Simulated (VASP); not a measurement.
# SnSe2 (P-3m1) in VASP: notebook, part 3 of 3

VASP 6.6.1.

## (5) Relaxation of shape and atoms at fixed volume, PBE (29.33 Å³/atom)

This run uses another cell than the first one, of 29.33 Å³/atom.

File INCAR:

```
SYSTEM = SnSe2
PREC = Accurate
ENCUT = 600
EDIFF = 1E-7
ISMEAR = 0
SIGMA = 0.02
LREAL = .False.
LASPH = .True.
NELM = 100
ALGO = Normal
ISIF = 4
LWAVE = .False.
LCHARG = .False.
GGA = PE
IBRION = 2
NSW = 50
EDIFFG = -0.01
```

File KPOINTS:

```
regular mesh
0
Gamma
  12 12 4
  0 0 0
```

File POSCAR:

```
SnSe2
1.0
    3.8326362913      0.0000000000      0.0000000000
   -1.9163181457      3.3191603918      0.0000000000
    0.0000000000      0.0000000000      6.9174841623
Sn Se
1 2
Direct
    0.0000000000      0.0000000000      0.0000000000
    0.3333333333      0.6666666667      0.2281475578
    0.6666666667      0.3333333333      0.7718524422
```

Potentials or basis: VASP PAW PBE potentials, release 64 (Sn_d, Se).

Launch:

```
$ cat potpaw_PBE.64/Sn_d/POTCAR potpaw_PBE.64/Se/POTCAR > POTCAR
$ mpirun -np 1 vasp_std > vasp.out
```

OUTCAR:

```text
SYSTEM = SnSe2
   PREC = Accurate
   ENCUT = 600
   EDIFF = 1E-7
   ISMEAR = 0
   LREAL = .False.
   LASPH = .True.
   NELM = 100
   ISIF = 4
   GGA = PE
   IBRION = 2
   NSW = 50
   EDIFFG = -0.01

 ion  position               nearest neighbor table
   1  0.000  0.000  0.000-   2 2.72   3 2.72   3 2.72   2 2.72   3 2.72   2 2.72
   2  0.333  0.667  0.228-   1 2.72   1 2.72   1 2.72
   3  0.667  0.333  0.772-   1 2.72   1 2.72   1 2.72

  LATTYP: Found a hexagonal cell.
 ALAT       =     3.8326362913
 C/A-ratio  =     1.8048892816

  Lattice vectors:

 A1 = (   3.8326362913,   0.0000000000,   0.0000000000)
 A2 = (  -1.9163181457,   3.3191603918,   0.0000000000)
 A3 = (   0.0000000000,   0.0000000000,   6.9174841623)

Analysis of symmetry for initial positions (statically):
=====================================================================
 Subroutine PRICEL returns:
 Original cell was already a primitive cell.

 Routine SETGRP: Setting up the symmetry group for a
 hexagonal supercell.

 Subroutine GETGRP returns: Found 12 space group operations
 (whereof 12 operations were pure point group operations)
 out of a pool of 24 trial point group operations.

The static configuration has the point symmetry D_3d.

Analysis of symmetry for dynamics (positions and initial velocities):
=====================================================================
 Subroutine PRICEL returns:
 Original cell was already a primitive cell.

 Routine SETGRP: Setting up the symmetry group for a
 hexagonal supercell.

 Subroutine GETGRP returns: Found 12 space group operations
 (whereof 12 operations were pure point group operations)
 out of a pool of 24 trial point group operations.

The dynamic configuration has the point symmetry D_3d.

 Subroutine INISYM returns: Found 12 space group operations
 (whereof 12 operations are pure point group operations),
 and found     1 'primitive' translations

----------------------------------------------------------------------------------------

                                     Primitive cell

  volume of cell :      87.9982

  direct lattice vectors                    reciprocal lattice vectors
     3.832636291  0.000000000  0.000000000     0.260917010  0.150640506  0.000000000
    -1.916318146  3.319160392  0.000000000     0.000000000  0.301281011  0.000000000
     0.000000000  0.000000000  6.917484162     0.000000000  0.000000000  0.144561227

  length of vectors
     3.832636291  3.832636291  6.917484162     0.301281011  0.301281011  0.144561227

  position of ions in fractional coordinates (direct lattice)
     0.000000000  0.000000000  0.000000000
     0.333333333  0.666666667  0.228147558
     0.666666667  0.333333333  0.771852442

  ion indices of the primitive-cell ions
   primitive index   ion index
                 1           1
                 2           2
                 3           3

----------------------------------------------------------------------------------------

 KPOINTS: regular mesh
[... 24 lines left out ...]
            Coordinates               Weight
  0.000000  0.000000  0.000000      1.000000
  0.083333 -0.000000  0.000000      6.000000
  0.166667  0.000000  0.000000      6.000000
  0.250000  0.000000  0.000000      6.000000
  0.333333  0.000000  0.000000      6.000000
  0.416667  0.000000  0.000000      6.000000
[... 16 lines left out ...]
  0.166667  0.000000  0.250000      6.000000
  0.000000  0.166667  0.250000      6.000000
 [... further k-points ...]
   k-points           NKPTS =     69   k-points in BZ     NKDIM =     69   number of bands    NBANDS=     17
   number of dos      NEDOS =    301   number of ions     NIONS =      3
   total plane-waves  NPLWV =  57344
   dimension x,y,z NGX =    32 NGY =   32 NGZ =   56
   dimension x,y,z NGXF=    64 NGYF=   64 NGZF=  112
   ions per type =               1   2
   NGX,Y,Z   is equivalent  to a cutoff of  13.88, 13.88, 13.46 a.u.
   NGXF,Y,Z  is equivalent  to a cutoff of  27.76, 27.76, 26.92 a.u.
 SYSTEM =  SnSe2
   PREC   = accura    normal or accurate (medium, high low for compatibility)
   ISTART =      0    job   : 0-new  1-cont  2-samecut
   ICHARG =      2    charge: 1-file 2-atom 10-const
   ISPIN  =      1    spin polarized calculation?
   LNONCOLLINEAR =      F non collinear calculations
   LSORBIT =      F    spin-orbit coupling
   LASPH  =      T    aspherical Exc in radial PAW
   ENCUT  =  600.0 eV  44.10 Ry    6.64 a.u.   7.65  7.65 13.82*2*pi/ulx,y,z
   NELM   =    100;   NELMIN=  2; NELMDL= -5     # of ELM steps
   EDIFF  = 0.1E-06   stopping-criterion for ELM
   LREAL  =      F    real-space projection
   EDIFFG = -.1E-01   stopping-criterion for IOM
   NSW    =     50    number of steps for IOM
   IBRION =      2    ionic relax: 0-MD 1-quasi-New 2-CG
   NFREE  =      1    steps in history (QN), initial steepest desc. (CG)
   ISIF   =      4    stress and relaxation
   ISYM   =      2    0-nonsym 1-usesym 2-fastsym
   POTIM  = 0.5000    time-step for ionic-motion
   TEBEG  =    0.0;   TEEND  =   0.0 temperature during run
   PSTRESS=    0.0 pullay stress
   NELECT =      26.0000    total number of electrons
   NUPDOWN=      -1.0000    fix difference up-down
   EMIN   =  10.00;   EMAX   =-10.00  energy-range for DOS
   EFERMI =   0.00;   METHOD = LEGACY
   ISMEAR =     0;   SIGMA  =   0.02  broadening in eV -4-tet -1-fermi 0-gaus
   EFERMI_NEDOS =   21; number of points for ismear=-14 and -15
   IALGO  =     38    algorithm
   IMIX   =      4    mixing-type and parameters
     AMIX     =   0.40;   BMIX     =  1.00
     AMIX_MAG =   1.60;   BMIX_MAG =  1.00
  volume/ion in A,a.u.               =      29.33       197.95
  Fermi-wavevector in a.u.,A,eV,Ry     =   1.090372  2.060504 16.176111  1.188911
  Thomas-Fermi vector in A             =   2.226595
   LORBIT       =      0    0 simple, 1 ext, 2 COOP (PROOUT), +10 PAW based schemes
   GGA     = PE    functional components
   LHFCALC =     F    Hartree Fock is set to
   AEXX    =    0.0000 exact exchange contribution
   IVDW    =     0    specifies the selected vdW correction
   LEPSILON=     F    determine dielectric tensor
   LRPA    =     F    only Hartree local field effects (RPA)
 conjugate gradient relaxation of ions
 non-spin polarized calculation
 Gauss-broadening in eV      SIGMA  =   0.02
  energy-cutoff  :      600.00
  volume of cell :       88.00
 maximum number of plane-waves:      2961
 NGX is ok and might be reduce to    32
   NGX = 15   NGY = 15   NGZ = 27

--------------------------------------- Ionic step        1  -------------------------------------------

 number of electron      25.9999998 magnetization

 Free energy of the ion-electron system (eV)
  ---------------------------------------------------
  ext. energy  EPLUGINS =         0.00000000
  ---------------------------------------------------
  free energy    TOTEN  =       -11.85897563 eV

  energy without entropy =      -11.85897563  energy(sigma->0) =      -11.85897563

------------------------ aborting loop because EDIFF is reached ----------------------------------------

  FORCE on cell =-STRESS in cart. coord.  units (eV):
  Direction    XX          YY          ZZ          XY          YZ          ZX
  --------------------------------------------------------------------------------------
  -------------------------------------------------------------------------------------
  Total        1.0054988      1.0054988      0.9417518     -0.0000000     -0.0000000      0.0000000
  in kB       18.3070400     18.3070400     17.1464035     -0.0000000     -0.0000000      0.0000000
  external PRESSURE =      17.9201611 kB  Pullay stress =       0.0000000 kB
[... 209 lines left out ...]
--------------------------------------- Ionic step        7  -------------------------------------------

 number of electron      25.9999995 magnetization

 Free energy of the ion-electron system (eV)
  ---------------------------------------------------
  ext. energy  EPLUGINS =         0.00000000
  ---------------------------------------------------
  free energy    TOTEN  =       -11.87333356 eV

  energy without entropy =      -11.87333356  energy(sigma->0) =      -11.87333356

 E-fermi :   2.9259     XC(G=0):  -8.7773

 val. band max:        2.8171821930   @ k =   0.1667   0.0000   0.0000
 cond. band min:       3.5011644374   @ k =   0.5000   0.0000   0.5000
 fundamental gap:      0.6839822445
 Fermi energy:         2.9258855208

 k-point     1 :       0.0000    0.0000    0.0000
  band No.  band energies     occupation
      1     -18.3055      2.00000
      2     -18.3055      2.00000
      3     -18.2733      2.00000
      4     -18.2640      2.00000
      5     -18.2640      2.00000
      6     -10.5573      2.00000
[... 457 lines left out ...]
      4     -18.2659      2.00000
      5     -18.2631      2.00000
      6     -10.2775      2.00000
[... 9 lines left out ...]
     16       7.8146      0.00000
     17       7.9480      0.00000

 [... further k-points ...]
[... 5 lines left out ...]
  --------------------------------------------------------------------------------------
  -------------------------------------------------------------------------------------
  Total        0.0646738      0.0646738      0.0645893     -0.0000000     -0.0000000     -0.0000000
  in kB        1.1775105      1.1775105      1.1759731     -0.0000000     -0.0000000     -0.0000000
  external PRESSURE =       1.1769980 kB  Pullay stress =       0.0000000 kB
[... 18 lines left out ...]
  FREE ENERGIE OF THE ION-ELECTRON SYSTEM (eV)
  ---------------------------------------------------
  free  energy   TOTEN  =       -11.8733335627 eV

  energy  without entropy=      -11.8733335627  energy(sigma->0) =      -11.87333356

 reached required accuracy - stopping structural energy minimisation
```

CONTCAR:

```text
SnSe2
   1.00000000000000
     3.8711559698982527   -0.0000000000052592   -0.0000000000000001
    -1.9355779850041837    3.3525194120274047    0.0000000000000001
    -0.0000000000000000    0.0000000000000000    6.7805051430128689
  Sn              Se
     1     2
Direct
     0.0000000000000000    0.0000000000000000    0.0000000000000000
     0.3333333332999970    0.6666666667000030    0.2353719748589539
     0.6666666667000030    0.3333333332999970    0.7646280251410459

  0.00000000E+00  0.00000000E+00  0.00000000E+00
  0.00000000E+00  0.00000000E+00  0.00000000E+00
  0.00000000E+00  0.00000000E+00  0.00000000E+00
```

Wall time 4.1 min (1 thread of Intel Xeon 6975P-C (Granite Rapids), shared host); peak memory 0.32 GiB.

What came out:

```
Free energy               : -11.8733 eV
Energy gained by relaxing : 4.8 meV/atom
Ionic steps               : 7
Pressure after relaxing   : 0.1 GPa
Band gap on the k mesh    : 0.68 eV (least direct gap 1.10 eV)
```

The path:
```
step  energy change (eV)  largest force (eV/Å)  pressure (GPa)  volume (Å³)
   1              0.0000                0.2867            1.79        88.00
   2             -0.0063                0.1590            1.33        88.00
   3             -0.0094                0.0322            0.65        88.00
   4             -0.0131                0.0253            0.35        88.00
   5             -0.0143                0.0193            0.07        88.00
   6             -0.0143                0.0191            0.06        88.00
   7             -0.0144                0.0018            0.12        88.00
```

Final structure:
```cif
data_structure
_symmetry_space_group_name_H-M 'P 1'
_symmetry_Int_Tables_number 1
_cell_length_a 3.8712
_cell_length_b 3.8712
_cell_length_c 6.7805
_cell_angle_alpha 90.000
_cell_angle_beta 90.000
_cell_angle_gamma 120.000
_cell_volume 88.00
loop_
_atom_site_label
_atom_site_type_symbol
_atom_site_fract_x
_atom_site_fract_y
_atom_site_fract_z
_atom_site_occupancy
Sn1 Sn 0.00000 0.00000 0.00000 1
Se1 Se 0.33333 0.66667 0.23537 1
Se2 Se 0.66667 0.33333 0.76463 1
```

Caveat: spin-orbit coupling is left out, which moves the levels of the heavy elements; this functional lacks dispersion, which binds the layers, so the pressure and a relaxed spacing across them are unreliable.

## (6) Summary

```csv
task,cell,cutoff (eV),gap on the mesh (eV),pressure (GPa),largest force (eV/Å)
single point,"a = 3.873, b = 3.873, c = 7.194 Å, angles 90.0, 90.0, 120.0°, 3 atoms, atomic positions A",520,0.71,0.0,0.01
single point,"a = 3.873, b = 3.873, c = 7.403 Å, angles 90.0, 90.0, 120.0°, 3 atoms, atomic positions B",520,0.73,0.0,0.01
single point,"a = 3.872, b = 3.872, c = 7.684 Å, angles 90.0, 90.0, 120.0°, 3 atoms, atomic positions C",520,0.75,0.0,0.02
relaxation of shape and atoms at fixed volume,"relaxed from a = 3.833, b = 3.833, c = 6.917 Å, angles 90.0, 90.0, 120.0°, 3 atoms, atomic positions D",600,0.68,0.1,-
```

Alike in all rows: level PBE; potentials or basis VASP PAW PBE potentials, release 64 (Sn_d, Se); no spin polarisation; k mesh 12 × 12 × 4; smearing gaussian 0.02 eV.

Caveats: spin-orbit coupling is left out, which moves the levels of the heavy elements; this functional lacks dispersion, which binds the layers, so the pressure and a relaxed spacing across them are unreliable.

Absolute energies hang on the potentials; compare differences alone.
